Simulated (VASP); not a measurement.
Hf3TaN4, 8 atoms in the cell. The structure is cubic, space group Pm-3m (No. 221). Conventional cell: a = 4.471 Å, b = 4.471 Å, c = 4.471 Å, α = 90.00°, β = 90.00°, γ = 90.00°. Within 3.0 Å of Hf (site symmetry 4/mmm) lie 6 N at 2.24 Å. Ta (site symmetry m-3m) has 6 N at 2.24 Å within 3.0 Å. Within 3.0 Å of N (site symmetry 4/mmm) lie 4 Hf at 2.24 Å and 2 Ta at 2.24 Å. Within 3.0 Å of N (site symmetry m-3m) lie 6 Hf at 2.24 Å. 

| Quantity | Value |
| --- | --- |
| Program | VASP 6.6.1 |
| Task | single point |
| Functional | PBEsol |
| Potentials or basis | VASP PAW PBE potentials, release 64 (Hf_pv, Ta_pv, N) |
| Cutoff | 600 eV |
| k mesh | 5 × 5 × 5 |
| Occupations | fermi-dirac, width 0.1 eV |
| Spin | no spin polarisation |
| Dipole correction | no |
| Further INCAR settings | ALGO = Normal; EDIFF = 1e-06; NBANDS = 40 |

Potentials or basis: VASP PAW PBE potentials, release 64 (Hf_pv, Ta_pv, N).

The run is started by

```sh
$ cat potpaw_PBE.64/Hf_pv/POTCAR potpaw_PBE.64/Ta_pv/POTCAR potpaw_PBE.64/N/POTCAR > POTCAR
$ mpirun -np 1 vasp_std > vasp.out
```

Hardware: 1 thread of Intel(R) Xeon(R) 6975P-C (Granite Rapids) (shared host).

Problem. Estimate the wall time of this run.

Solution. It took 19 s on 1 thread of Intel(R) Xeon(R) 6975P-C (Granite Rapids) (shared host), peak memory 0.22 GiB. Counts: scf iterations 15, k points 10.
